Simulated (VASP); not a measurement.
# MgAgI3 (Pm-3m) in VASP: a series of runs

Runs on MgAgI3. Level: PBE. Tasks: single point, relaxation of cell and atoms.

Everything below comes from runs of VASP 6.6.1. Logs are shortened: lines on timing, memory, paths and dates and some standing lists are left out, and cuts for length are marked.

## (1) The cell of the first run

The structure is cubic, space group Pm-3m (No. 221). The conventional cell has a = 5.742 Å, b = 5.742 Å, c = 5.742 Å, α = 90.00°, β = 90.00°, γ = 90.00°. Within 3.8 Å of Mg (site symmetry m-3m) lie 6 I at 2.87 Å. Within 5.3 Å of Ag (site symmetry m-3m) lie 12 I at 4.06 Å and 8 Mg at 4.97 Å. Within 3.8 Å of I (site symmetry 4/mmm) lie 2 Mg at 2.87 Å.

## (2) Single point, PBE

Input file INCAR:

```
SYSTEM = MgAgI3
ALGO = Normal
EDIFF = 1E-7
ENCUT = 520
GGA = PE
ISIF = 2
ISMEAR = 0
LASPH = .TRUE.
LCHARG = .TRUE.
LELF = .TRUE.
LREAL = .FALSE.
LVHAR = .TRUE.
LWAVE = .FALSE.
NBANDS = 25
NELM = 100
PREC = Accurate
SIGMA = 0.1
```

Input file KPOINTS:

```
k-points
0
G
  8 8 8
  0 0 0
```

Input file POSCAR:

```
MgAgI3
1.0
    5.7415661676      0.0000000000      0.0000000000
    0.0000000000      5.7415661676      0.0000000000
    0.0000000000      0.0000000000      5.7415661676
Mg Ag I
1 1 3
Direct
    0.0000000000      0.0000000000      0.0000000000
    0.5000000000      0.5000000000      0.5000000000
    0.5000000000      0.0000000000      0.0000000000
    0.0000000000      0.5000000000      0.0000000000
    0.0000000000      0.0000000000      0.5000000000
```

Potentials or basis: VASP PAW PBE potentials, release 64 (Mg, Ag, I).

Command:

```
> cat potpaw_PBE.64/Mg/POTCAR potpaw_PBE.64/Ag/POTCAR potpaw_PBE.64/I/POTCAR > POTCAR
> mpirun -np 1 vasp_std > vasp.out
```

OUTCAR:

```text
SYSTEM = MgAgI3
   EDIFF = 1E-7
   ENCUT = 520
   GGA = PE
   ISIF = 2
   ISMEAR = 0
   LASPH = .TRUE.
   LREAL = .FALSE.
   NELM = 100
   PREC = Accurate

 ion  position               nearest neighbor table
   1  0.000  0.000  0.000-   3 2.87   4 2.87   5 2.87   5 2.87   4 2.87   3 2.87
   2  0.500  0.500  0.500-
   3  0.500  0.000  0.000-   1 2.87   1 2.87
   4  0.000  0.500  0.000-   1 2.87   1 2.87
   5  0.000  0.000  0.500-   1 2.87   1 2.87

  LATTYP: Found a simple cubic cell.
 ALAT       =     5.7415661676

  Lattice vectors:

 A1 = (   5.7415661676,   0.0000000000,   0.0000000000)
 A2 = (   0.0000000000,   5.7415661676,   0.0000000000)
 A3 = (   0.0000000000,   0.0000000000,   5.7415661676)

Analysis of symmetry for initial positions (statically):
=====================================================================
 Subroutine PRICEL returns:
 Original cell was already a primitive cell.

 Routine SETGRP: Setting up the symmetry group for a
 simple cubic supercell.

 Subroutine GETGRP returns: Found 48 space group operations
 (whereof 48 operations were pure point group operations)
 out of a pool of 48 trial point group operations.

The static configuration has the point symmetry O_h .

Analysis of symmetry for dynamics (positions and initial velocities):
=====================================================================
 Subroutine PRICEL returns:
 Original cell was already a primitive cell.

 Routine SETGRP: Setting up the symmetry group for a
 simple cubic supercell.

 Subroutine GETGRP returns: Found 48 space group operations
 (whereof 48 operations were pure point group operations)
 out of a pool of 48 trial point group operations.

The dynamic configuration has the point symmetry O_h .

 Subroutine INISYM returns: Found 48 space group operations
 (whereof 48 operations are pure point group operations),
 and found     1 'primitive' translations

----------------------------------------------------------------------------------------

                                     Primitive cell

  volume of cell :     189.2741

  direct lattice vectors                    reciprocal lattice vectors
     5.741566168  0.000000000  0.000000000     0.174168506  0.000000000  0.000000000
     0.000000000  5.741566168  0.000000000     0.000000000  0.174168506  0.000000000
     0.000000000  0.000000000  5.741566168     0.000000000  0.000000000  0.174168506

  length of vectors
     5.741566168  5.741566168  5.741566168     0.174168506  0.174168506  0.174168506

  position of ions in fractional coordinates (direct lattice)
     0.000000000  0.000000000  0.000000000
     0.500000000  0.500000000  0.500000000
     0.500000000  0.000000000  0.000000000
     0.000000000  0.500000000  0.000000000
     0.000000000  0.000000000  0.500000000

  ion indices of the primitive-cell ions
   primitive index   ion index
                 1           1
                 2           2
                 3           3
                 4           4
                 5           5

----------------------------------------------------------------------------------------

 KPOINTS: k-points

Automatic generation of k-mesh.
 Grid dimensions read from file:
 generate k-points for:    8    8    8

 Generating k-lattice:

  Cartesian coordinates                     Fractional coordinates (reciprocal lattice)
     0.021771063  0.000000000  0.000000000     0.125000000  0.000000000  0.000000000
     0.000000000  0.021771063  0.000000000     0.000000000  0.125000000  0.000000000
     0.000000000  0.000000000  0.021771063     0.000000000  0.000000000  0.125000000

  Length of vectors
     0.021771063  0.021771063  0.021771063

  Shift w.r.t. Gamma in fractional coordinates (k-lattice)
     0.000000000  0.000000000  0.000000000

 Subroutine IBZKPT returns following result:
 ===========================================

 Found     35 irreducible k-points:

 Following reciprocal coordinates:
            Coordinates               Weight
  0.000000  0.000000  0.000000      1.000000
  0.125000  0.000000  0.000000      6.000000
  0.250000  0.000000  0.000000      6.000000
  0.375000  0.000000  0.000000      6.000000
  0.500000  0.000000  0.000000      3.000000
  0.125000  0.125000  0.000000     12.000000
[... 16 lines left out ...]
  0.375000  0.375000  0.125000     24.000000
  0.500000  0.375000  0.125000     24.000000
 [... further k-points ...]
   k-points           NKPTS =     35   k-points in BZ     NKDIM =     35   number of bands    NBANDS=     25
   number of dos      NEDOS =    301   number of ions     NIONS =      5
   total plane-waves  NPLWV = 110592
   dimension x,y,z NGX =    48 NGY =   48 NGZ =   48
   dimension x,y,z NGXF=    96 NGYF=   96 NGZF=   96
   ions per type =               1   1   3
   NGX,Y,Z   is equivalent  to a cutoff of  13.90, 13.90, 13.90 a.u.
   NGXF,Y,Z  is equivalent  to a cutoff of  27.80, 27.80, 27.80 a.u.
 SYSTEM =  MgAgI3
   PREC   = accura    normal or accurate (medium, high low for compatibility)
   ISTART =      0    job   : 0-new  1-cont  2-samecut
   ICHARG =      2    charge: 1-file 2-atom 10-const
   ISPIN  =      1    spin polarized calculation?
   LNONCOLLINEAR =      F non collinear calculations
   LSORBIT =      F    spin-orbit coupling
   LASPH  =      T    aspherical Exc in radial PAW
   ENCUT  =  520.0 eV  38.22 Ry    6.18 a.u.  10.68 10.68 10.68*2*pi/ulx,y,z
   NELM   =    100;   NELMIN=  2; NELMDL= -5     # of ELM steps
   EDIFF  = 0.1E-06   stopping-criterion for ELM
   LREAL  =      F    real-space projection
   EDIFFG = 0.1E-05   stopping-criterion for IOM
   NSW    =      0    number of steps for IOM
   IBRION =     -1    ionic relax: 0-MD 1-quasi-New 2-CG
   NFREE  =      0    steps in history (QN), initial steepest desc. (CG)
   ISIF   =      2    stress and relaxation
   ISYM   =      2    0-nonsym 1-usesym 2-fastsym
   POTIM  = 0.5000    time-step for ionic-motion
   TEBEG  =    0.0;   TEEND  =   0.0 temperature during run
   PSTRESS=    0.0 pullay stress
   NELECT =      34.0000    total number of electrons
   NUPDOWN=      -1.0000    fix difference up-down
   EMIN   =  10.00;   EMAX   =-10.00  energy-range for DOS
   EFERMI =   0.00;   METHOD = LEGACY
   ISMEAR =     0;   SIGMA  =   0.10  broadening in eV -4-tet -1-fermi 0-gaus
   EFERMI_NEDOS =   21; number of points for ismear=-14 and -15
   IALGO  =     38    algorithm
   IMIX   =      4    mixing-type and parameters
     AMIX     =   0.40;   BMIX     =  1.00
     AMIX_MAG =   1.60;   BMIX_MAG =  1.00
  volume/ion in A,a.u.               =      37.85       255.46
  Fermi-wavevector in a.u.,A,eV,Ry     =   0.923714  1.745566 11.609133  0.853247
  Thomas-Fermi vector in A             =   2.049381
   LORBIT       =      0    0 simple, 1 ext, 2 COOP (PROOUT), +10 PAW based schemes
   GGA     = PE    functional components
   LHFCALC =     F    Hartree Fock is set to
   AEXX    =    0.0000 exact exchange contribution
   IVDW    =     0    specifies the selected vdW correction
   LEPSILON=     F    determine dielectric tensor
   LRPA    =     F    only Hartree local field effects (RPA)
 non-spin polarized calculation
 Gauss-broadening in eV      SIGMA  =   0.10
  energy-cutoff  :      520.00
  volume of cell :      189.27
 maximum number of plane-waves:      5134
 NGX is ok and might be reduce to    48
   NGX = 21   NGY = 21   NGZ = 21

 number of electron      33.9999996 magnetization

 Free energy of the ion-electron system (eV)
  ---------------------------------------------------
  ext. energy  EPLUGINS =         0.00000000
  ---------------------------------------------------
  free energy    TOTEN  =       -10.20509704 eV

  energy without entropy =      -10.20427511  energy(sigma->0) =      -10.20468608

 E-fermi :   2.2091     XC(G=0):  -7.9922

 val. band max:        2.1610403593   @ k =   0.0000   0.0000   0.0000
 cond. band min:       2.2943631742   @ k =   0.5000   0.5000   0.5000
 fundamental gap:      0.1333228150
 Fermi energy:         2.2091050899

 k-point     1 :       0.0000    0.0000    0.0000
  band No.  band energies     occupation
      1     -10.0825      2.00000
      2      -9.1810      2.00000
      3      -9.1810      2.00000
      4      -1.2198      2.00000
      5      -1.2198      2.00000
      6      -1.2198      2.00000
[... 17 lines left out ...]
     24       8.0151      0.00000
     25       8.5092      0.00000

 k-point     2 :       0.1250    0.0000    0.0000
  band No.  band energies     occupation
      1     -10.0554      2.00000
      2      -9.2136      2.00000
      3      -9.1798      2.00000
      4      -1.2578      2.00000
      5      -1.2578      2.00000
      6      -1.2029      2.00000
[... 17 lines left out ...]
     24       8.2000      0.00000
     25       8.5128      0.00000

 k-point     3 :       0.2500    0.0000    0.0000
  band No.  band energies     occupation
      1      -9.9796      2.00000
      2      -9.3029      2.00000
      3      -9.1770      2.00000
      4      -1.2940      2.00000
      5      -1.2940      2.00000
      6      -1.1914      2.00000
[... 17 lines left out ...]
     24       8.7193      0.00000
     25       8.8449      0.00000

 k-point     4 :       0.3750    0.0000    0.0000
  band No.  band energies     occupation
      1      -9.8760      2.00000
      2      -9.4200      2.00000
      3      -9.1742      2.00000
      4      -1.3159      2.00000
      5      -1.3159      2.00000
      6      -1.2092      2.00000
[... 17 lines left out ...]
     24       8.7192      0.00000
     25       9.4472      0.00000
[... 477 lines left out ...]
 k-point    22 :       0.5000    0.2500    0.1250
  band No.  band energies     occupation
      1      -9.7007      2.00000
      2      -9.4795      2.00000
      3      -9.2804      2.00000
      4      -1.9672      2.00000
      5      -1.2307      2.00000
      6      -1.2168      2.00000
[... 17 lines left out ...]
     24       8.7996      0.00000
     25       9.0677      0.00000

 k-point    23 :       0.3750    0.3750    0.1250
  band No.  band energies     occupation
      1      -9.6712      2.00000
      2      -9.4324      2.00000
      3      -9.3512      2.00000
      4      -2.1145      2.00000
      5      -1.2316      2.00000
      6      -1.2105      2.00000
[... 17 lines left out ...]
     24       8.3108      0.00000
     25       9.2251      0.00000

 k-point    24 :       0.5000    0.3750    0.1250
  band No.  band energies     occupation
      1      -9.6039      2.00000
      2      -9.4744      2.00000
      3      -9.3743      2.00000
      4      -2.1779      2.00000
      5      -1.2362      2.00000
      6      -1.2195      2.00000
[... 17 lines left out ...]
     24       8.1153      0.00000
     25       9.3513      0.00000

 [... further k-points ...]
[... 5 lines left out ...]
  --------------------------------------------------------------------------------------
  -------------------------------------------------------------------------------------
  Total       -0.0047389     -0.0047389     -0.0047389      0.0000000     -0.0000000     -0.0000000
  in kB       -0.0401138     -0.0401138     -0.0401138      0.0000000     -0.0000000     -0.0000000
  external PRESSURE =      -0.0401138 kB  Pullay stress =       0.0000000 kB

 VOLUME and BASIS-vectors are now :
 -----------------------------------------------------------------------------
  energy-cutoff  :      520.00
  volume of cell :      189.27
      direct lattice vectors                 reciprocal lattice vectors
     5.741566168  0.000000000  0.000000000     0.174168506  0.000000000  0.000000000
     0.000000000  5.741566168  0.000000000     0.000000000  0.174168506  0.000000000
     0.000000000  0.000000000  5.741566168     0.000000000  0.000000000  0.174168506

 POSITION                                       TOTAL-FORCE (eV/Angst)
 -----------------------------------------------------------------------------------
      0.00000      0.00000      0.00000         0.000000      0.000000      0.000000
      2.87078      2.87078      2.87078         0.000000      0.000000      0.000000
      2.87078      0.00000      0.00000         0.000000      0.000000      0.000000
      0.00000      2.87078      0.00000         0.000000      0.000000      0.000000
      0.00000      0.00000      2.87078         0.000000      0.000000      0.000000
 -----------------------------------------------------------------------------------
    total drift:                                0.000000     -0.000000      0.000000

  FREE ENERGIE OF THE ION-ELECTRON SYSTEM (eV)
  ---------------------------------------------------
  free  energy   TOTEN  =       -10.2050970400 eV

  energy  without entropy=      -10.2042751113  energy(sigma->0) =      -10.20468608
```

Run time: 5 min. Hardware: 1 thread of Intel Xeon Platinum 8488C (Sapphire Rapids), shared host; peak memory 0.43 GiB.

Results:

```yaml
Free_energy: -10.2051 eV
Pressure: 0.0 GPa
```

Caveat: spin-orbit coupling is left out, which moves the levels of the heavy elements.

(Part 1 of 2 ends here.)
